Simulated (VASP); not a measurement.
# Fe3Ge: single point with PBEsol

Fe3Ge:

```
CELL_PARAMETERS angstrom
3.86813 0.00000 0.00000
0.00000 3.86813 0.00000
0.00000 0.00000 3.86813
ATOMIC_POSITIONS crystal
Fe 0.00000 0.50000 0.50000
Fe 0.50000 0.50000 0.00000
Fe 0.50000 0.00000 0.50000
Ge 0.00000 0.00000 0.00000
```

This cell differs from its parent crystal: volume scaled by 1.18.

| Quantity | Value |
| --- | --- |
| Program | VASP 6.6.1 |
| Task | single point |
| Functional | PBEsol |
| Potentials or basis | VASP PAW PBE potentials, release 64 (Fe, Ge_d) |
| Cutoff | 520 eV |
| k mesh | 9 × 9 × 9 |
| Occupations | fermi-dirac, width 0.03 eV |
| Spin | no spin polarisation |

```yaml
Pressure: -38.2 GPa
Band_gap_on_the_k_mesh: zero (band 19 reaches 5.21 eV, above the bottom of band 20 at 4.88 eV)
```

Levels at points of the mesh, in eV from the Fermi level:
| k point | band 16 | band 17 | band 18 | band 19 | band 20 | band 21 | band 22 | band 23 |
| --- | --- | --- | --- | --- | --- | --- | --- | --- |
| (0.00, 0.00, 0.00) | -0.37 | -0.37 | -0.37 | 0.26 | 0.26 | 0.67 | 0.85 | 0.85 |

Wall time 30 s on 1 thread of AMD EPYC 9R45 96-Core Processor (Zen 5), on a shared host, peak memory 0.17 GiB.

Caveat: the PAW data sets were made with another functional, which shifts forces and pressure a little. Spin polarisation is off, so any magnetic state and its effect on volume and gap are missing.
